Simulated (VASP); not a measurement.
# BaTiO3 (Cm) in VASP: further runs, part 3 of 3

VASP 6.6.1.

## (6) Single point, PBE

This run uses another cell than the first one, of 13.98 Å³/atom.

File INCAR:

```
SYSTEM = BaTiO3
PREC     = Accurate       ! precision mode
ENCUT    = 520            ! plane-wave cutoff, eV
EDIFF    = 1E-7           ! SCF threshold, eV
ISMEAR   = 0              ! smearing method
SIGMA    = 0.05           ! smearing width, eV
LREAL    = .FALSE.        ! projectors in reciprocal space
LASPH    = .TRUE.         ! aspherical terms in the spheres
NELM     = 100            ! most SCF steps
ALGO     = Normal         ! electronic algorithm
ISIF     = 2              ! what is computed and relaxed
LWAVE    = .FALSE.        ! write WAVECAR
LCHARG   = .FALSE.        ! write CHGCAR
GGA      = PE             ! functional
NBANDS   = 28             ! bands
```

File KPOINTS:

```
regular mesh
0
G
  6 6 6
  0 0 0
```

File POSCAR:

```
BaTiO3
1.0
    2.9919088721      1.6529946342      2.3563003940
   -2.9919088721      1.6529946342      2.3563003940
    0.0000000000     -3.3059892684      2.3563003940
Ba Ti O
1 1 3
Direct
    0.0049545205      0.0049545205      0.0049545205
    0.5191875227      0.5191875227      0.5191875227
    0.4883938465      0.4883938465      0.9777702638
    0.4883938465      0.9777702638      0.4883938465
    0.9777702638      0.4883938465      0.4883938465
```

Potentials or basis: VASP PAW PBE potentials, release 64 (Ba_sv, Ti_sv, O).

Run with:

```sh
$ cat potpaw_PBE.64/Ba_sv/POTCAR potpaw_PBE.64/Ti_sv/POTCAR potpaw_PBE.64/O/POTCAR > POTCAR
$ mpirun -np 1 vasp_std > vasp.out
```

OUTCAR:

```text
SYSTEM = BaTiO3
   PREC = Accurate
   ENCUT = 520
   EDIFF = 1E-7
   ISMEAR = 0
   LREAL = .FALSE.
   LASPH = .TRUE.
   NELM = 100
   ISIF = 2
   GGA = PE

 ion  position               nearest neighbor table
   1  0.005  0.005  0.005-   3 2.78   4 2.82   5 2.82   5 2.90   4 2.90   4 2.90   5 2.90   3 2.98
                             3 3.00   3 3.00   4 3.01   5 3.01   2 3.43   2 3.48   2 3.54   2 3.58
   2  0.519  0.519  0.519-   3 1.87   4 1.92   5 1.92   3 2.21   4 2.25   5 2.25   1 3.43   1 3.48
                             1 3.54   1 3.58   1 3.58   1 3.64   1 3.65   1 3.65
   3  0.488  0.488  0.978-   2 1.87   2 2.21   1 2.78   1 2.98   1 3.00   1 3.00
   4  0.488  0.978  0.488-   2 1.92   2 2.25   1 2.82   1 2.90   1 2.90   1 3.01
   5  0.978  0.488  0.488-   2 1.92   2 2.25   1 2.82   1 2.90   1 2.90   1 3.01

  LATTYP: Found a base centered monoclinic cell.
 ALAT       =     5.7565763462
 B/A-ratio  =     1.0394750950
 C/A-ratio  =     0.7052400250
 COS(beta)  =    -0.0074769073

  Lattice vectors:

 A1 = (  -2.9919088721,  -1.6529946342,  -2.3563003940)
 A2 = (   2.9919088721,  -1.6529946342,  -2.3563003940)
 A3 = (   0.0000000000,  -3.3059892684,   2.3563003940)

Analysis of symmetry for initial positions (statically):
=====================================================================
 Subroutine PRICEL returns:
 Original cell was already a primitive cell.

 Routine SETGRP: Setting up the symmetry group for a
 base centered monoclinic supercell.

 Subroutine GETGRP returns: Found  2 space group operations
 (whereof  2 operations were pure point group operations)
 out of a pool of  4 trial point group operations.

The static configuration has the point symmetry C_1h.

Analysis of symmetry for dynamics (positions and initial velocities):
=====================================================================
 Subroutine PRICEL returns:
 Original cell was already a primitive cell.

 Routine SETGRP: Setting up the symmetry group for a
 base centered monoclinic supercell.

 Subroutine GETGRP returns: Found  2 space group operations
 (whereof  2 operations were pure point group operations)
 out of a pool of  4 trial point group operations.

The dynamic configuration has the point symmetry C_1h.

 Subroutine INISYM returns: Found  2 space group operations
 (whereof  2 operations are pure point group operations),
 and found     1 'primitive' translations

----------------------------------------------------------------------------------------

                                     Primitive cell

  volume of cell :      69.9200

  direct lattice vectors                    reciprocal lattice vectors
     2.991908872  1.652994634  2.356300394     0.167117389  0.100827107  0.141464702
    -2.991908872  1.652994634  2.356300394    -0.167117389  0.100827107  0.141464702
     0.000000000 -3.305989268  2.356300394     0.000000000 -0.201654214  0.141464702

  length of vectors
     4.151633595  4.151633595  4.059768046     0.241053084  0.241053084  0.246326377

  position of ions in fractional coordinates (direct lattice)
     0.004954521  0.004954521  0.004954521
     0.519187523  0.519187523  0.519187523
     0.488393847  0.488393847  0.977770264
     0.488393847  0.977770264  0.488393847
     0.977770264  0.488393847  0.488393847

[... 36 lines left out ...]
  0.000000  0.000000  0.000000      1.000000
  0.166667  0.000000  0.000000      4.000000
  0.333333  0.000000  0.000000      4.000000
  0.500000 -0.000000  0.000000      2.000000
  0.166667  0.166667  0.000000      2.000000
  0.333333  0.166667  0.000000      4.000000
[... 16 lines left out ...]
 -0.333333  0.166667  0.166667      4.000000
 -0.166667  0.166667  0.166667      4.000000
 [... further k-points ...]
   k-points           NKPTS =     68   k-points in BZ     NKDIM =     68   number of bands    NBANDS=     28
   number of dos      NEDOS =    301   number of ions     NIONS =      5
   total plane-waves  NPLWV =  30720
   dimension x,y,z NGX =    32 NGY =   32 NGZ =   30
   dimension x,y,z NGXF=    64 NGYF=   64 NGZF=   60
   ions per type =               1   1   3
   NGX,Y,Z   is equivalent  to a cutoff of  12.81, 12.81, 12.28 a.u.
   NGXF,Y,Z  is equivalent  to a cutoff of  25.63, 25.63, 24.57 a.u.
 SYSTEM =  BaTiO3
   PREC   = accura    normal or accurate (medium, high low for compatibility)
   ISTART =      0    job   : 0-new  1-cont  2-samecut
   ICHARG =      2    charge: 1-file 2-atom 10-const
   ISPIN  =      1    spin polarized calculation?
   LNONCOLLINEAR =      F non collinear calculations
   LSORBIT =      F    spin-orbit coupling
   LASPH  =      T    aspherical Exc in radial PAW
   ENCUT  =  520.0 eV  38.22 Ry    6.18 a.u.   7.72  7.72  7.55*2*pi/ulx,y,z
   NELM   =    100;   NELMIN=  2; NELMDL= -5     # of ELM steps
   EDIFF  = 0.1E-06   stopping-criterion for ELM
   LREAL  =      F    real-space projection
   EDIFFG = 0.1E-05   stopping-criterion for IOM
   NSW    =      0    number of steps for IOM
   IBRION =     -1    ionic relax: 0-MD 1-quasi-New 2-CG
   NFREE  =      0    steps in history (QN), initial steepest desc. (CG)
   ISIF   =      2    stress and relaxation
   ISYM   =      2    0-nonsym 1-usesym 2-fastsym
   POTIM  = 0.5000    time-step for ionic-motion
   TEBEG  =    0.0;   TEEND  =   0.0 temperature during run
   PSTRESS=    0.0 pullay stress
   NELECT =      40.0000    total number of electrons
   NUPDOWN=      -1.0000    fix difference up-down
   EMIN   =  10.00;   EMAX   =-10.00  energy-range for DOS
   EFERMI =   0.00;   METHOD = LEGACY
   ISMEAR =     0;   SIGMA  =   0.05  broadening in eV -4-tet -1-fermi 0-gaus
   EFERMI_NEDOS =   21; number of points for ismear=-14 and -15
   IALGO  =     38    algorithm
   IMIX   =      4    mixing-type and parameters
     AMIX     =   0.40;   BMIX     =  1.00
     AMIX_MAG =   1.60;   BMIX_MAG =  1.00
  volume/ion in A,a.u.               =      13.98        94.37
  Fermi-wavevector in a.u.,A,eV,Ry     =   1.359025  2.568186 25.129283  1.846950
  Thomas-Fermi vector in A             =   2.485809
   LORBIT       =      0    0 simple, 1 ext, 2 COOP (PROOUT), +10 PAW based schemes
   GGA     = PE    functional components
   LHFCALC =     F    Hartree Fock is set to
   AEXX    =    0.0000 exact exchange contribution
   IVDW    =     0    specifies the selected vdW correction
   LEPSILON=     F    determine dielectric tensor
   LRPA    =     F    only Hartree local field effects (RPA)
 non-spin polarized calculation
 Gauss-broadening in eV      SIGMA  =   0.05
  energy-cutoff  :      520.00
  volume of cell :       69.92
 maximum number of plane-waves:      1898
   NGX = 15   NGY = 15   NGZ = 15

 number of electron      40.0000002 magnetization

 Free energy of the ion-electron system (eV)
  ---------------------------------------------------
  ext. energy  EPLUGINS =         0.00000000
  ---------------------------------------------------
  free energy    TOTEN  =       -39.96853954 eV

  energy without entropy =      -39.96853954  energy(sigma->0) =      -39.96853954

 E-fermi :   3.4081     XC(G=0): -10.7812

 val. band max:        3.1583121348   @ k =   0.5000   0.5000   0.5000
 cond. band min:       5.5036791680   @ k =   0.0000   0.0000   0.0000
 fundamental gap:      2.3453670332
 Fermi energy:         3.4081370994

 k-point     1 :       0.0000    0.0000    0.0000
  band No.  band energies     occupation
      1     -53.3778      2.00000
      2     -29.6253      2.00000
      3     -29.6148      2.00000
      4     -29.5739      2.00000
      5     -21.9073      2.00000
      6     -13.5108      2.00000
[... 733 lines left out ...]
     27       9.3635      0.00000
     28      10.6384      0.00000

 [... further k-points ...]

------------------------ aborting loop because EDIFF is reached ----------------------------------------

  FORCE on cell =-STRESS in cart. coord.  units (eV):
  Direction    XX          YY          ZZ          XY          YZ          ZX
  --------------------------------------------------------------------------------------
  -------------------------------------------------------------------------------------
  Total       -4.6132681     -0.9889156     -0.7118388      0.0000000      0.2309738      0.0000000
  in kB     -105.7103643    -22.6604277    -16.3113738      0.0000000      5.2926303      0.0000000
  external PRESSURE =     -48.2273886 kB  Pullay stress =       0.0000000 kB

 VOLUME and BASIS-vectors are now :
 -----------------------------------------------------------------------------
  energy-cutoff  :      520.00
  volume of cell :       69.92
      direct lattice vectors                 reciprocal lattice vectors
     2.991908872  1.652994634  2.356300394     0.167117389  0.100827107  0.141464702
    -2.991908872  1.652994634  2.356300394    -0.167117389  0.100827107  0.141464702
     0.000000000 -3.305989268  2.356300394     0.000000000 -0.201654214  0.141464702

 POSITION                                       TOTAL-FORCE (eV/Angst)
 -----------------------------------------------------------------------------------
      0.00000      0.00000      0.03502        -0.000000     -0.000714     -0.007875
      0.00000      0.00000      3.67009        -0.000000      0.198522      0.344414
      0.00000     -1.61787      4.60553        -0.000000      0.116641     -0.025548
     -1.46417      0.80894      4.60553         0.419269     -0.157225     -0.155496
      1.46417      0.80894      4.60553        -0.419269     -0.157225     -0.155496
 -----------------------------------------------------------------------------------
    total drift:                                0.000000     -0.000122     -0.000828

  FREE ENERGIE OF THE ION-ELECTRON SYSTEM (eV)
  ---------------------------------------------------
  free  energy   TOTEN  =       -39.9685395355 eV

  energy  without entropy=      -39.9685395355  energy(sigma->0) =      -39.96853954
```

It took 52 s on 1 thread of Intel Xeon 6975P-C (Granite Rapids), shared host; peak memory 0.27 GiB.

What came out:

- Free energy: -39.9685 eV
- Pressure: -4.8 GPa
- Largest force: 0.474 eV/Å
- Band gap on the k mesh: 2.35 eV (least direct gap 2.89 eV)

Forces on the atoms (eV/Å):
```
Ba   0.000 -0.001 -0.008
Ti   0.000  0.199  0.344
O    0.000  0.117 -0.026
O    0.419 -0.157 -0.155
O   -0.419 -0.157 -0.155
```

Levels at points of the mesh, in eV from the valence-band top:
```
           k point  band 16  band 17  band 18  band 19  band 20  band 21  band 22  band 23  band 24  band 25
(0.00, 0.00, 0.00)    -1.29    -0.98    -0.69    -0.66    -0.54     2.35     2.47     2.51     4.02     4.20
(0.50, 0.00, 0.00)    -1.90    -1.57    -1.47    -1.08    -0.89     2.54     3.38     3.53     4.12     5.42
(0.50, 0.50, 0.00)    -2.38    -1.65    -1.05    -1.03    -0.12     3.45     3.53     3.74     4.63     6.82
(0.00, 0.00, 0.50)    -2.05    -1.66    -1.56    -1.07    -0.90     2.53     3.50     3.70     4.00     5.50
(0.50, 0.00, 0.50)    -2.44    -1.64    -0.91    -0.83    -0.12     3.44     3.61     3.89     4.43     7.05
(0.50, 0.50, 0.50)    -2.36    -2.24    -0.10    -0.05     0.00     3.80     4.00     4.12     6.08     6.23
```

Caveat: the cell stands under tension; spin-orbit coupling is left out, which moves the levels of the heavy elements.

## (7) Summary

```tsv
cell	gap on the mesh (eV)	pressure (GPa)	largest force (eV/Å)
a = 4.030, b = 4.030, c = 4.060 Å, angles 89.7, 89.7, 88.8°, 5 atoms	2.61	4.2	0.27
a = 4.090, b = 4.090, c = 4.060 Å, angles 89.7, 89.7, 90.5°, 5 atoms	2.51	-0.8	0.14
a = 4.121, b = 4.121, c = 4.060 Å, angles 89.7, 89.7, 91.4°, 5 atoms	2.43	-2.9	0.31
a = 4.152, b = 4.152, c = 4.060 Å, angles 89.7, 89.7, 92.2°, 5 atoms	2.35	-4.8	0.47
```

Alike in all rows: task single point; level PBE; potentials or basis VASP PAW PBE potentials, release 64 (Ba_sv, Ti_sv, O); no spin polarisation; k mesh 6 × 6 × 6; cutoff (eV) 520; smearing gaussian 0.05 eV.

Caveats: spin-orbit coupling is left out, which moves the levels of the heavy elements; the cell stands under pressure (at least some runs); the cell stands under tension (at least some runs).

Total energies depend on the potentials used, so only differences within one code and one set of settings carry meaning.
